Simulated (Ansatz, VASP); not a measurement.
# One calculation of NaPtCl3, two programs

Contents of INCAR:

```
SYSTEM = NaPtCl3
  PREC = Accurate
  ENCUT = 520
  EDIFF = 1E-6
  ISMEAR = 0
  SIGMA = 0.1
  LREAL = .False.
  LASPH = .True.
  NELM = 60
  ALGO = Normal
  ISIF = 2
  LWAVE = .False.
  LCHARG = .True.
  GGA = PE
  LELF = .True.
  LVHAR = .True.
  NBANDS = 27
```

The input KPOINTS:

```
Automatic mesh
0
Gamma
  8 8 8
  0 0 0
```

POSCAR

```
NaPtCl3
1.0
    4.9374769444      0.0000000000      0.0000000000
    0.0000000000      4.9374769444      0.0000000000
    0.0000000000      0.0000000000      4.9374769444
Na Pt Cl
1 1 3
Direct
    0.0000000000      0.0000000000      0.0000000000
    0.5000000000      0.5000000000      0.5000000000
    0.0000000000      0.5000000000      0.5000000000
    0.5000000000      0.5000000000      0.0000000000
    0.5000000000      0.0000000000      0.5000000000
```

Input for Ansatz:

```yaml
crystal:
  lattice:
    - [4.9374769444, 0.0, 0.0]
    - [0.0, 4.9374769444, 0.0]
    - [0.0, 0.0, 4.9374769444]
  atoms:
    - { symbol: Na, position: [0.0, 0.0, 0.0] }
    - { symbol: Pt, position: [0.5, 0.5, 0.5] }
    - { symbol: Cl, position: [0.0, 0.5, 0.5] }
    - { symbol: Cl, position: [0.5, 0.5, 0.0] }
    - { symbol: Cl, position: [0.5, 0.0, 0.5] }
basis:
  ecutwfc: 420
kpoints:
  mp_grid: { grid: [8, 8, 8] }
  band_path:
    path:
      - [[0.0, 0.0, 0.0], [0.0, 0.5, 0.0], [0.5, 0.5, 0.0], [0.0, 0.0, 0.0], [0.5, 0.5, 0.5], [0.0, 0.5, 0.0]]
      - [[0.5, 0.5, 0.5], [0.5, 0.5, 0.0]]
    npoints: 14
hamiltonian:
  xc: pbe
scf:
  occupations: { method: gaussian, width: 0.1 }
  n_extra_bands: 12
output:
  forces: true
  stress: true
  eigenvalues: true
  populations: true
  dos: { projected: true, de: 0.02, nscf_kmesh: { grid: [10, 10, 10] } }
  bader: true
  write_density: true
  write_potential: true
  elf: true
  volumetric_format: npy
checkpoint:
  read: start.run
  write: ck
  compress: false
  write_wavefunctions: false
  write_every: 100000
```

Alike in both runs: task single point; functional PBE; k mesh 8 × 8 × 8; occupations gaussian, width 0.1 eV; no spin polarisation.

|  | VASP | Ansatz |
| --- | --- | --- |
| version | VASP 6.6.1 | Ansatz 0.2.0 |
| potentials or method | VASP PAW PBE potentials, release 64 (Na_pv, Pt, Cl), cutoff 520 eV | scalar-relativistic, plane waves, PAW |
| valence electrons in the cell | 38 | 48 |

```tsv
	VASP	Ansatz	Ansatz less VASP
gap on the k mesh at the Fermi level (eV)	none	none	-
pressure (GPa)	-0.1	0.0	+0.10
```

A gap of «none» marks a metal or a gap that the smearing closes. VASP's potentials hold 38 valence electrons a cell and Ansatz's 48, so a difference there can come from the potentials and not from the codes.

Spin-orbit coupling is off throughout.
